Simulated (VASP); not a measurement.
# Zr2TeSe (P-3m1) in VASP: further runs, part 2 of 2

VASP 6.6.1.

### Step 3. Single point, PBE

This run uses another cell than the first one, of 23.62 Å³/atom.

File INCAR:

```
SYSTEM = Zr2TeSe
PREC = Accurate
ENCUT = 520
EDIFF = 1E-7
ISMEAR = 0
SIGMA = 0.1
LREAL = .FALSE.
LASPH = .TRUE.
NELM = 100
ALGO = Normal
ISIF = 2
LWAVE = .FALSE.
LCHARG = .FALSE.
GGA = PE
NBANDS = 26
```

File KPOINTS:

```
Automatic mesh
0
G
  6 6 4
  0 0 0
```

File POSCAR:

```
Zr2TeSe
1.0
    4.9665450200      0.0000000000      0.0000000000
   -2.4832725100      4.3011541600      0.0000000000
    0.0000000000      0.0000000000      4.4229943100
Zr Te Se
2 1 1
Direct
    0.3333333300      0.6666666700      0.6612287100
    0.6666666700      0.3333333300      0.3387712900
    0.0000000000      0.0000000000      0.5000000000
    0.0000000000      0.0000000000      0.0000000000
```

Potentials or basis: VASP PAW PBE potentials, release 64 (Zr_sv, Te, Se).

The run is started by

```console
$ cat potpaw_PBE.64/Zr_sv/POTCAR potpaw_PBE.64/Te/POTCAR potpaw_PBE.64/Se/POTCAR > POTCAR
$ mpirun -np 1 vasp_std > vasp.out
```

OUTCAR:

```text
SYSTEM = Zr2TeSe
   PREC = Accurate
   ENCUT = 520
   EDIFF = 1E-7
   ISMEAR = 0
   LREAL = .FALSE.
   LASPH = .TRUE.
   NELM = 100
   ISIF = 2
   GGA = PE

 ion  position               nearest neighbor table
   1  0.333  0.667  0.661-   3 2.95   3 2.95   3 2.95   2 3.20   2 3.20   2 3.20   4 3.24   4 3.24
                             4 3.24
   2  0.667  0.333  0.339-   3 2.95   3 2.95   3 2.95   1 3.20   1 3.20   1 3.20   4 3.24   4 3.24
                             4 3.24
   3  0.000  0.000  0.500-   4 2.21   4 2.21   1 2.95   2 2.95   2 2.95   1 2.95   2 2.95   1 2.95

   4  0.000  0.000  0.000-   3 2.21   3 2.21   1 3.24   2 3.24   2 3.24   1 3.24   2 3.24   1 3.24

  LATTYP: Found a hexagonal cell.
 ALAT       =     4.9665450200
 C/A-ratio  =     0.8905575792

  Lattice vectors:

 A1 = (   4.9665450200,   0.0000000000,   0.0000000000)
 A2 = (  -2.4832725100,   4.3011541600,   0.0000000000)
 A3 = (   0.0000000000,   0.0000000000,   4.4229943100)

Analysis of symmetry for initial positions (statically):
=====================================================================
 Subroutine PRICEL returns:
 Original cell was already a primitive cell.

 Routine SETGRP: Setting up the symmetry group for a
 hexagonal supercell.

 Subroutine GETGRP returns: Found 12 space group operations
 (whereof 12 operations were pure point group operations)
 out of a pool of 24 trial point group operations.

The static configuration has the point symmetry D_3d.

Analysis of symmetry for dynamics (positions and initial velocities):
=====================================================================
 Subroutine PRICEL returns:
 Original cell was already a primitive cell.

 Routine SETGRP: Setting up the symmetry group for a
 hexagonal supercell.

 Subroutine GETGRP returns: Found 12 space group operations
 (whereof 12 operations were pure point group operations)
[... 121 lines left out ...]
   EFERMI_NEDOS =   21; number of points for ismear=-14 and -15
   IALGO  =     38    algorithm
   IMIX   =      4    mixing-type and parameters
     AMIX     =   0.40;   BMIX     =  1.00
     AMIX_MAG =   1.60;   BMIX_MAG =  1.00
  volume/ion in A,a.u.               =      23.62       159.40
  Fermi-wavevector in a.u.,A,eV,Ry     =   1.186835  2.242793 19.164864  1.408578
  Thomas-Fermi vector in A             =   2.322999
   LORBIT       =      0    0 simple, 1 ext, 2 COOP (PROOUT), +10 PAW based schemes
   GGA     = PE    functional components
   LHFCALC =     F    Hartree Fock is set to
   AEXX    =    0.0000 exact exchange contribution
   IVDW    =     0    specifies the selected vdW correction
   LEPSILON=     F    determine dielectric tensor
   LRPA    =     F    only Hartree local field effects (RPA)
 non-spin polarized calculation
 Gauss-broadening in eV      SIGMA  =   0.10
  energy-cutoff  :      520.00
  volume of cell :       94.48
 maximum number of plane-waves:      2560
 NGX is ok and might be reduce to    40
   NGX = 19   NGY = 19   NGZ = 17

 number of electron      35.9999999 magnetization

 Free energy of the ion-electron system (eV)
  ---------------------------------------------------
  ext. energy  EPLUGINS =         0.00000000
  ---------------------------------------------------
  free energy    TOTEN  =       -18.73535485 eV

  energy without entropy =      -18.69149212  energy(sigma->0) =      -18.71342349

 E-fermi :   8.6777     XC(G=0): -10.4993

 val. band max:        8.6768247216   @ k =   0.3333   0.3333   0.5000
 cond. band min:       8.6805491427   @ k =   0.3333   0.1667   0.5000
 fundamental gap:      0.0037244210
 Fermi energy:         8.6777227163

 k-point     1 :       0.0000    0.0000    0.0000
  band No.  band energies     occupation
      1     -40.3749      2.00000
      2     -40.3018      2.00000
      3     -18.5108      2.00000
      4     -18.5022      2.00000
      5     -18.5022      2.00000
      6     -18.3971      2.00000
[... 685 lines left out ...]
     25      11.5909      0.00000
     26      12.2513      0.00000

------------------------ aborting loop because EDIFF is reached ----------------------------------------

  FORCE on cell =-STRESS in cart. coord.  units (eV):
  Direction    XX          YY          ZZ          XY          YZ          ZX
  --------------------------------------------------------------------------------------
  -------------------------------------------------------------------------------------
  Total       -0.5608827     -0.5608827     39.0024521      0.0000000     -0.0000000     -0.0000000
  in kB       -9.5110144     -9.5110144    661.3734074      0.0000000     -0.0000000     -0.0000000
  external PRESSURE =     214.1171262 kB  Pullay stress =       0.0000000 kB

 VOLUME and BASIS-vectors are now :
 -----------------------------------------------------------------------------
  energy-cutoff  :      520.00
  volume of cell :       94.48
      direct lattice vectors                 reciprocal lattice vectors
     4.966545020  0.000000000  0.000000000     0.201347213  0.116247868  0.000000000
    -2.483272510  4.301154160  0.000000000     0.000000000  0.232495736  0.000000000
     0.000000000  0.000000000  4.422994310     0.000000000  0.000000000  0.226091179

 POSITION                                       TOTAL-FORCE (eV/Angst)
 -----------------------------------------------------------------------------------
     -0.00000      2.86744      2.92461         0.000000      0.000000      1.089271
      2.48327      1.43372      1.49838        -0.000000     -0.000000     -1.089271
      0.00000      0.00000      2.21150         0.000000      0.000000      0.000000
      0.00000      0.00000      0.00000         0.000000      0.000000      0.000000
 -----------------------------------------------------------------------------------
    total drift:                               -0.000000      0.000000      0.000000

  FREE ENERGIE OF THE ION-ELECTRON SYSTEM (eV)
  ---------------------------------------------------
  free  energy   TOTEN  =       -18.7353548526 eV

  energy  without entropy=      -18.6914921176  energy(sigma->0) =      -18.71342349
```

OSZICAR:

```text
N       E                     dE             d eps       ncg     rms          rms(c)
DAV:   1     0.294353293595E+03    0.29435E+03   -0.18011E+04  1248   0.130E+03
DAV:   2     0.330426957890E+01   -0.29105E+03   -0.28450E+03  1490   0.342E+02
DAV:   3    -0.181059633875E+02   -0.21410E+02   -0.21017E+02  2192   0.727E+01
DAV:   4    -0.194310745049E+02   -0.13251E+01   -0.13180E+01  1724   0.162E+01
DAV:   5    -0.194851148637E+02   -0.54040E-01   -0.54021E-01  1836   0.264E+00    0.199E+01
DAV:   6    -0.188573893709E+02    0.62773E+00   -0.13280E+00  1526   0.639E+00    0.104E+01
DAV:   7    -0.187353709372E+02    0.12202E+00   -0.47106E-01  1704   0.356E+00    0.308E+00
DAV:   8    -0.187360795837E+02   -0.70865E-03   -0.34474E-02  1810   0.995E-01    0.874E-01
DAV:   9    -0.187352705499E+02    0.80903E-03   -0.78038E-03  1448   0.620E-01    0.123E-01
DAV:  10    -0.187353535492E+02   -0.82999E-04   -0.77400E-04  1718   0.188E-01    0.517E-02
DAV:  11    -0.187353551731E+02   -0.16240E-05   -0.50467E-05  1624   0.419E-02    0.177E-02
DAV:  12    -0.187353547050E+02    0.46811E-06   -0.56022E-06  1760   0.126E-02    0.730E-03
DAV:  13    -0.187353549698E+02   -0.26473E-06   -0.84644E-07  1570   0.631E-03    0.204E-03
DAV:  14    -0.187353548355E+02    0.13425E-06   -0.11086E-07   902   0.188E-03    0.545E-04
DAV:  15    -0.187353548526E+02   -0.17057E-07   -0.13054E-08   706   0.707E-04
   1 F= -.18735355E+02 E0= -.18713423E+02  d E =-.438627E-01
```

Wall time 64 s (1 thread of AMD EPYC 7R43 (Zen 3), shared host); peak memory 0.22 GiB.

Results:

```yaml
Free_energy: -18.7354 eV
Pressure: 21.4 GPa
Largest_force: 1.089 eV/Å
Band_gap_on_the_k_mesh: zero (bands 18 and 19 overlap by 0.77 eV)
```

Forces on the atoms (eV/Å):
```
Zr   0.000  0.000  1.089
Zr   0.000  0.000 -1.089
Te   0.000  0.000  0.000
Se   0.000  0.000  0.000
```

Caveat: the stress differs along the axes, from -1 to 66 GPa; spin-orbit coupling is left out, which moves the levels of the heavy elements; forces of over 1 eV/Å act on the atoms, so gaps and moduli don't describe the material at rest.

The gap in the log of VASP goes by the Fermi energy; the results here count the filled bands.